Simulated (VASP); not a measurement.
Li3H: single point with PBE

Crystal: Li3H.

```xyz
8
Lattice="3.0521 0.0000 0.0000 0.0000 9.5406 0.0000 0.0000 0.0000 4.0336" Properties=species:S:1:pos:R:3 pbc="T T T"
Li    0.0000    4.7703    0.1357
Li    0.0000    8.1954    0.4750
Li    1.5260    3.1251    2.4429
Li    1.5260    0.0000    2.4857
Li    1.5260    6.4155    2.4429
Li    0.0000    1.3452    0.4750
H     1.5260    0.0000    0.4649
H     1.5260    4.7703    3.1787
```

```yaml
Program: VASP 6.6.1
Task: single point
Functional: PBE
Potentials_or_basis: VASP PAW PBE potentials, release 64 (Li_sv, H)
Cutoff: 520 eV
k_mesh: 12 × 4 × 10
Occupations: gaussian, width 0.1 eV
Spin: no spin polarisation
Dipole_correction: no
Further_INCAR_settings: ALGO = Fast; EDIFF = 1e-07; NBANDS = 20
```

| Property | Result |
| --- | --- |
| Largest force | 0.004 eV/Å |
| Band gap on the k mesh | zero (bands 10 and 11 overlap by 2.59 eV) |

Forces on the atoms (eV/Å):
```
Li   0.000  0.000  0.004
Li   0.000  0.001 -0.002
Li   0.000  0.001 -0.001
Li   0.000  0.000  0.003
Li   0.000 -0.001 -0.001
Li   0.000 -0.001 -0.002
H    0.000  0.000  0.000
H    0.000  0.000 -0.001
```

Levels at points of the mesh, in eV from the Fermi level:
```tsv
k point	band 7	band 8	band 9	band 10	band 11	band 12	band 13	band 14
(0.00, 0.00, 0.00)	-5.62	-5.20	-2.24	-0.81	1.48	1.90	2.62	4.08
(0.50, 0.00, 0.00)	-4.09	-3.94	-0.64	0.39	0.68	0.69	2.82	5.16
(0.00, 0.50, 0.00)	-5.58	-5.26	-1.71	-1.58	1.78	2.23	2.40	4.07
(0.50, 0.50, 0.00)	-4.04	-3.98	-0.47	-0.15	0.76	1.20	2.65	4.36
(0.00, 0.00, 0.50)	-5.23	-4.69	-1.69	-1.24	-0.68	-0.50	2.74	3.83
(0.50, 0.00, 0.50)	-4.06	-3.53	0.11	1.55	1.88	1.95	1.97	2.73
(0.00, 0.50, 0.50)	-5.22	-4.70	-1.67	-1.45	-0.40	-0.38	2.20	2.79
(0.50, 0.50, 0.50)	-4.05	-3.55	0.37	0.69	1.48	2.73	3.19	3.25
```

Wall time 9.9 min on 1 thread of Oxide Virtual Turin-like Processor, with other jobs on the host, peak memory 0.32 GiB.
